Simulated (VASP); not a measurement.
# Si2Mo5 (P4/mmm) in VASP: relaxation of cell and atoms with PBE

Aim: the relaxation of cell and atoms of Si2Mo5 with PBE.

Program: VASP 6.6.1. These are calculated values, not measurements. Logs are shortened: lines on timing, memory, paths and dates and some standing lists are left out, and cuts for length are marked.

**1. The cell of the first run**

Symmetry: P4/mmm, No. 123, tetragonal system. The conventional cell has a = 4.483 Å, b = 4.483 Å, c = 5.518 Å, α = 90.00°, β = 90.00°, γ = 90.00°. Within 3.4 Å of Si (site symmetry 4/mmm) lie 10 Mo at 2.56 to 2.76 Å. Si (site symmetry 4/mmm) has 12 Mo at 2.71 to 3.17 Å within 3.6 Å. Mo (site symmetry 2mm) has 8 Mo at 2.47 to 3.17 Å and 4 Si at 2.56 to 2.71 Å within 3.3 Å. Within 3.6 Å of Mo (site symmetry 4/mmm) lie 8 Mo at 2.71 Å and 6 Si at 2.76 to 3.17 Å.

The cell was generated, and may not be a known phase.

**2. Relaxation of cell and atoms, PBE**

Contents of INCAR:

```
PREC = Accurate ; ENCUT = 600
EDIFF = 1E-6 ; ISMEAR = 0
SIGMA = 0.1 ; LREAL = False
LASPH = True ; NELM = 60
ALGO = Fast ; ISIF = 3
LWAVE = False ; LCHARG = False
GGA = PE ; IBRION = 2
NSW = 100 ; EDIFFG = -0.01
```

Contents of KPOINTS:

```
regular mesh
0
Gamma
  8 8 6
```

Contents of POSCAR:

```
Si2Mo5
1.0
    4.4830336910      0.0000000000      0.0000000000
    0.0000000000      4.4830336910      0.0000000000
    0.0000000000      0.0000000000      5.5179371264
Si Mo
2 5
Direct
    0.5000000000      0.5000000000      0.5000000000
    0.0000000000      0.0000000000      0.0000000000
    0.0000000000      0.5000000000      0.2760405807
    0.5000000000      0.0000000000      0.2760405807
    0.0000000000      0.5000000000      0.7239594193
    0.5000000000      0.0000000000      0.7239594193
    0.5000000000      0.5000000000      0.0000000000
```

Potentials or basis: VASP PAW PBE potentials, release 64 (Si, Mo_sv).

Launch:

```bash
$ cat potpaw_PBE.64/Si/POTCAR potpaw_PBE.64/Mo_sv/POTCAR > POTCAR
$ mpirun -np 1 vasp_std > vasp.out
```

OUTCAR:

```text
PREC = Accurate
   ENCUT = 600
   EDIFF = 1E-6
   ISMEAR = 0
   LREAL = False
   LASPH = True
   NELM = 60
   ISIF = 3
   GGA = PE
   IBRION = 2
   NSW = 100
   EDIFFG = -0.01

 ion  position               nearest neighbor table
   1  0.500  0.500  0.500-   3 2.56   4 2.56   5 2.56   6 2.56   4 2.56   6 2.56   3 2.56   5 2.56
                             7 2.76   7 2.76
   2  0.000  0.000  0.000-   3 2.71   4 2.71   5 2.71   6 2.71   3 2.71   5 2.71   4 2.71   6 2.71
                             7 3.17   7 3.17   7 3.17   7 3.17
   3  0.000  0.500  0.276-   5 2.47   1 2.56   1 2.56   7 2.71   2 2.71   2 2.71   7 2.71   5 3.05
                             4 3.17   4 3.17   4 3.17   4 3.17
   4  0.500  0.000  0.276-   6 2.47   1 2.56   1 2.56   7 2.71   2 2.71   7 2.71   2 2.71   6 3.05
                             3 3.17   3 3.17   3 3.17   3 3.17
   5  0.000  0.500  0.724-   3 2.47   1 2.56   1 2.56   7 2.71   2 2.71   2 2.71   7 2.71   3 3.05
                             6 3.17   6 3.17   6 3.17   6 3.17
   6  0.500  0.000  0.724-   4 2.47   1 2.56   1 2.56   7 2.71   2 2.71   7 2.71   2 2.71   4 3.05
                             5 3.17   5 3.17   5 3.17   5 3.17
   7  0.500  0.500  0.000-   3 2.71   4 2.71   5 2.71   6 2.71   4 2.71   6 2.71   3 2.71   5 2.71
                             1 2.76   1 2.76   2 3.17   2 3.17   2 3.17   2 3.17

  LATTYP: Found a simple tetragonal cell.
 ALAT       =     4.4830336910
 C/A-ratio  =     1.2308489087

  Lattice vectors:

 A1 = (   4.4830336910,   0.0000000000,   0.0000000000)
 A2 = (   0.0000000000,   4.4830336910,   0.0000000000)
 A3 = (   0.0000000000,   0.0000000000,   5.5179371264)

Analysis of symmetry for initial positions (statically):
=====================================================================
 Subroutine PRICEL returns:
 Original cell was already a primitive cell.

 Routine SETGRP: Setting up the symmetry group for a
 simple tetragonal supercell.

 Subroutine GETGRP returns: Found 16 space group operations
 (whereof 16 operations were pure point group operations)
 out of a pool of 16 trial point group operations.

The static configuration has the point symmetry D_4h.

Analysis of symmetry for dynamics (positions and initial velocities):
=====================================================================
 Subroutine PRICEL returns:
 Original cell was already a primitive cell.

 Routine SETGRP: Setting up the symmetry group for a
 simple tetragonal supercell.

 Subroutine GETGRP returns: Found 16 space group operations
 (whereof 16 operations were pure point group operations)
 out of a pool of 16 trial point group operations.

The dynamic configuration has the point symmetry D_4h.

 Subroutine INISYM returns: Found 16 space group operations
 (whereof 16 operations are pure point group operations),
 and found     1 'primitive' translations

----------------------------------------------------------------------------------------

                                     Primitive cell

  volume of cell :     110.8972

  direct lattice vectors                    reciprocal lattice vectors
     4.483033691  0.000000000  0.000000000     0.223063236  0.000000000  0.000000000
     0.000000000  4.483033691  0.000000000     0.000000000  0.223063236  0.000000000
     0.000000000  0.000000000  5.517937126     0.000000000  0.000000000  0.181227147

  length of vectors
     4.483033691  4.483033691  5.517937126     0.223063236  0.223063236  0.181227147

  position of ions in fractional coordinates (direct lattice)
     0.500000000  0.500000000  0.500000000
     0.000000000  0.000000000  0.000000000
     0.000000000  0.500000000  0.276040581
     0.500000000  0.000000000  0.276040581
     0.000000000  0.500000000  0.723959419
     0.500000000  0.000000000  0.723959419
     0.500000000  0.500000000  0.000000000

  ion indices of the primitive-cell ions
   primitive index   ion index
                 1           1
                 2           2
                 3           3
                 4           4
                 5           5
                 6           6
                 7           7

----------------------------------------------------------------------------------------

 KPOINTS: regular mesh

Automatic generation of k-mesh.
 Grid dimensions read from file:
 generate k-points for:    8    8    6

 Generating k-lattice:

  Cartesian coordinates                     Fractional coordinates (reciprocal lattice)
     0.027882904  0.000000000  0.000000000     0.125000000  0.000000000  0.000000000
     0.000000000  0.027882904  0.000000000     0.000000000  0.125000000  0.000000000
     0.000000000  0.000000000  0.030204524     0.000000000  0.000000000  0.166666667

  Length of vectors
     0.027882904  0.027882904  0.030204524

  Shift w.r.t. Gamma in fractional coordinates (k-lattice)
     0.000000000  0.000000000  0.000000000

 Subroutine IBZKPT returns following result:
 ===========================================

 Found     60 irreducible k-points:

 Following reciprocal coordinates:
            Coordinates               Weight
  0.000000  0.000000  0.000000      1.000000
  0.125000  0.000000  0.000000      4.000000
  0.250000  0.000000  0.000000      4.000000
  0.375000  0.000000  0.000000      4.000000
  0.500000  0.000000  0.000000      2.000000
  0.125000  0.125000  0.000000      4.000000
[... 16 lines left out ...]
  0.375000  0.125000  0.166667     16.000000
  0.500000  0.125000  0.166667      8.000000
 [... further k-points ...]
   k-points           NKPTS =     60   k-points in BZ     NKDIM =     60   number of bands    NBANDS=     46
   number of dos      NEDOS =    301   number of ions     NIONS =      7
   total plane-waves  NPLWV =  62208
   dimension x,y,z NGX =    36 NGY =   36 NGZ =   48
   dimension x,y,z NGXF=    72 NGYF=   72 NGZF=   96
   ions per type =               2   5
   NGX,Y,Z   is equivalent  to a cutoff of  13.35, 13.35, 14.46 a.u.
   NGXF,Y,Z  is equivalent  to a cutoff of  26.70, 26.70, 28.92 a.u.
 SYSTEM =  unknown system
   PREC   = accura    normal or accurate (medium, high low for compatibility)
   ISTART =      0    job   : 0-new  1-cont  2-samecut
   ICHARG =      2    charge: 1-file 2-atom 10-const
   ISPIN  =      1    spin polarized calculation?
   LNONCOLLINEAR =      F non collinear calculations
   LSORBIT =      F    spin-orbit coupling
   LASPH  =      T    aspherical Exc in radial PAW
   ENCUT  =  600.0 eV  44.10 Ry    6.64 a.u.   8.95  8.95 11.02*2*pi/ulx,y,z
   NELM   =     60;   NELMIN=  2; NELMDL= -5     # of ELM steps
   EDIFF  = 0.1E-05   stopping-criterion for ELM
   LREAL  =      F    real-space projection
   EDIFFG = -.1E-01   stopping-criterion for IOM
   NSW    =    100    number of steps for IOM
   IBRION =      2    ionic relax: 0-MD 1-quasi-New 2-CG
   NFREE  =      1    steps in history (QN), initial steepest desc. (CG)
   ISIF   =      3    stress and relaxation
   ISYM   =      2    0-nonsym 1-usesym 2-fastsym
   POTIM  = 0.5000    time-step for ionic-motion
   TEBEG  =    0.0;   TEEND  =   0.0 temperature during run
   PSTRESS=    0.0 pullay stress
   NELECT =      78.0000    total number of electrons
   NUPDOWN=      -1.0000    fix difference up-down
   EMIN   =  10.00;   EMAX   =-10.00  energy-range for DOS
   EFERMI =   0.00;   METHOD = LEGACY
   ISMEAR =     0;   SIGMA  =   0.10  broadening in eV -4-tet -1-fermi 0-gaus
   EFERMI_NEDOS =   21; number of points for ismear=-14 and -15
   IALGO  =     68    algorithm
   IMIX   =      4    mixing-type and parameters
     AMIX     =   0.40;   BMIX     =  1.00
     AMIX_MAG =   1.60;   BMIX_MAG =  1.00
  volume/ion in A,a.u.               =      15.84       106.91
  Fermi-wavevector in a.u.,A,eV,Ry     =   1.455904  2.751260 28.839682  2.119657
  Thomas-Fermi vector in A             =   2.572884
   LORBIT       =      0    0 simple, 1 ext, 2 COOP (PROOUT), +10 PAW based schemes
   GGA     = PE    functional components
   LHFCALC =     F    Hartree Fock is set to
   AEXX    =    0.0000 exact exchange contribution
   IVDW    =     0    specifies the selected vdW correction
   LEPSILON=     F    determine dielectric tensor
   LRPA    =     F    only Hartree local field effects (RPA)
 conjugate gradient relaxation of ions
 non-spin polarized calculation
 RMM-DIIS sequential band-by-band and
 Gauss-broadening in eV      SIGMA  =   0.10
  energy-cutoff  :      600.00
  volume of cell :      110.90
 maximum number of plane-waves:      3736
 NGX is ok and might be reduce to    36
   NGX = 17   NGY = 17   NGZ = 23

--------------------------------------- Ionic step        1  -------------------------------------------

 number of electron      78.0000013 magnetization

 Free energy of the ion-electron system (eV)
  ---------------------------------------------------
  ext. energy  EPLUGINS =         0.00000000
  ---------------------------------------------------
  free energy    TOTEN  =       -64.61689115 eV

  energy without entropy =      -64.59296464  energy(sigma->0) =      -64.60492789

------------------------ aborting loop because EDIFF is reached ----------------------------------------

  FORCE on cell =-STRESS in cart. coord.  units (eV):
  Direction    XX          YY          ZZ          XY          YZ          ZX
  --------------------------------------------------------------------------------------
  -------------------------------------------------------------------------------------
  Total       -0.2626779     -0.2626779      1.3840717      0.0000000      0.0000000     -0.0000000
  in kB       -3.7950134     -3.7950134     19.9962434      0.0000000      0.0000000     -0.0000000
  external PRESSURE =       4.1354055 kB  Pullay stress =       0.0000000 kB
[... 149 lines left out ...]
  energy  without entropy=      -64.6002335879  energy(sigma->0) =      -64.61336352

--------------------------------------- Ionic step        5  -------------------------------------------

 number of electron      78.0000003 magnetization

 Free energy of the ion-electron system (eV)
  ---------------------------------------------------
  ext. energy  EPLUGINS =         0.00000000
  ---------------------------------------------------
  free energy    TOTEN  =       -64.62664444 eV

  energy without entropy =      -64.60054965  energy(sigma->0) =      -64.61359704

 E-fermi :  11.1382     XC(G=0): -12.4884

 val. band max:       11.1338219049   @ k =   0.3750   0.1250   0.3333
 cond. band min:      11.1424325658   @ k =   0.3750   0.3750   0.1667
 fundamental gap:      0.0086106609
 Fermi energy:        11.1382269883

 k-point     1 :       0.0000    0.0000    0.0000
  band No.  band energies     occupation
      1     -49.9908      2.00000
      2     -49.6354      2.00000
      3     -49.6301      2.00000
      4     -49.5136      2.00000
      5     -49.4730      2.00000
      6     -24.4561      2.00000
[... 1165 lines left out ...]
     45      12.6630      0.00000
     46      12.9711      0.00000

 [... further k-points ...]
[... 5 lines left out ...]
  --------------------------------------------------------------------------------------
  -------------------------------------------------------------------------------------
  Total        0.0087943      0.0087943      0.0539588      0.0000000      0.0000000     -0.0000000
  in kB        0.1270998      0.1270998      0.7798396      0.0000000      0.0000000     -0.0000000
  external PRESSURE =       0.3446797 kB  Pullay stress =       0.0000000 kB
[... 22 lines left out ...]
  FREE ENERGIE OF THE ION-ELECTRON SYSTEM (eV)
  ---------------------------------------------------
  free  energy   TOTEN  =       -64.6266444371 eV

  energy  without entropy=      -64.6005496498  energy(sigma->0) =      -64.61359704

 reached required accuracy - stopping structural energy minimisation
```

Run time: 7.6 min. Hardware: 1 thread of Intel Xeon 6975P-C (Granite Rapids), shared host; peak memory 0.43 GiB.

Results:

```
Free energy                           : -64.6266 eV
Relaxed volume                        : 15.84 Å³/atom
Relaxed cell                          : a = 4.456 Å, b = 4.456 Å, c = 5.582 Å, α = 90.00°, β = 90.00°, γ = 90.00°
Space group after relaxing (to 0.1 Å) : P4/mmm (No. 123)
Energy gained by relaxing             : 1.4 meV/atom
Ionic steps                           : 5
Pressure after relaxing               : 0.0 GPa
Largest force after relaxing          : 0.008 eV/Å
Band gap on the k mesh                : zero (bands 39 and 40 overlap by 1.29 eV)
```

Forces in eV/Å, atoms in the order of the input:
```
Si   0.000  0.000  0.000
Si   0.000  0.000  0.000
Mo   0.000  0.000 -0.008
Mo   0.000  0.000 -0.008
Mo   0.000  0.000  0.008
Mo   0.000  0.000  0.008
Mo   0.000  0.000  0.000
```

Step by step:
```tsv
step	energy change (eV)	largest force (eV/Å)	pressure (GPa)	volume (Å³)
1	0.0000	0.0368	0.41	110.90
2	-0.0064	0.0272	-1.14	111.55
3	-0.0064	0.0284	-0.99	111.49
4	-0.0096	0.0161	0.26	110.73
5	-0.0098	0.0082	0.03	110.86
```

Final structure:
```cif
data_structure
_symmetry_space_group_name_H-M 'P 1'
_symmetry_Int_Tables_number 1
_cell_length_a 4.4564
_cell_length_b 4.4564
_cell_length_c 5.5821
_cell_angle_alpha 90.000
_cell_angle_beta 90.000
_cell_angle_gamma 90.000
_cell_volume 110.86
loop_
_atom_site_label
_atom_site_type_symbol
_atom_site_fract_x
_atom_site_fract_y
_atom_site_fract_z
_atom_site_occupancy
Si1 Si 0.50000 0.50000 0.50000 1
Si2 Si 0.00000 0.00000 0.00000 1
Mo1 Mo 0.00000 0.50000 0.27662 1
Mo2 Mo 0.50000 0.00000 0.27662 1
Mo3 Mo 0.00000 0.50000 0.72338 1
Mo4 Mo 0.50000 0.00000 0.72338 1
Mo5 Mo 0.50000 0.50000 0.00000 1
```
